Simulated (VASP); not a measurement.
A run of VASP 6.6.1:

The input INCAR:

```
SYSTEM = BaHfO3
PREC     = Accurate       ! precision mode
ENCUT    = 520            ! plane-wave cutoff, eV
EDIFF    = 1E-6           ! SCF threshold, eV
ISMEAR   = 0              ! smearing method
SIGMA    = 0.1            ! smearing width, eV
LREAL    = .False.        ! projectors in reciprocal space
LASPH    = .True.         ! aspherical terms in the spheres
NELM     = 80             ! most SCF steps
ALGO     = Normal         ! electronic algorithm
ISIF     = 2              ! what is computed and relaxed
LWAVE    = .False.        ! write WAVECAR
LCHARG   = .True.         ! write CHGCAR
GGA      = PE             ! functional
LELF     = .True.         ! ELF
LVHAR    = .True.       
NBANDS   = 49             ! bands
```

File KPOINTS:

```
regular mesh
0
Gamma
  4 4 2
  0 0 0
```

The input POSCAR:

```
BaHfO3
1.0
    4.2061183603      0.0000000000      0.0000000000
    0.0000000000      4.2061183603      0.0000000000
    0.0000000000      0.0000000000      8.4122367206
Ba Hf O
2 2 6
Direct
    0.5000000000      0.5000000000      0.2500000000
    0.5000000000      0.5000000000      0.7500000000
    0.0000000000      0.0000000000      0.0000000000
    0.0000000000      0.0000000000      0.5000000000
    0.0000000000      0.5000000000      0.0000000000
    1.0000000000      0.5000000000      0.5000000000
    0.5000000000      0.0000000000      0.0000000000
    0.5000000000      0.0000000000      0.5000000000
    1.0000000000      0.0000000000      0.2500000000
    1.0000000000      0.0000000000      0.7500000000
```

Potentials or basis: VASP PAW PBE potentials, release 64 (Ba_sv, Hf_pv, O).

The run is started by

```bash
$ cat potpaw_PBE.64/Ba_sv/POTCAR potpaw_PBE.64/Hf_pv/POTCAR potpaw_PBE.64/O/POTCAR > POTCAR
$ mpirun -np 1 vasp_std > vasp.out
```

Hardware: 1 thread of Intel(R) Xeon(R) Platinum 8488C (Sapphire Rapids) (shared host).

How long does it take, and how much memory?

Wall time 93 s on 1 thread of Intel(R) Xeon(R) Platinum 8488C (Sapphire Rapids) (shared host), peak memory 0.28 GiB. Counts: scf iterations 14, k points 12.
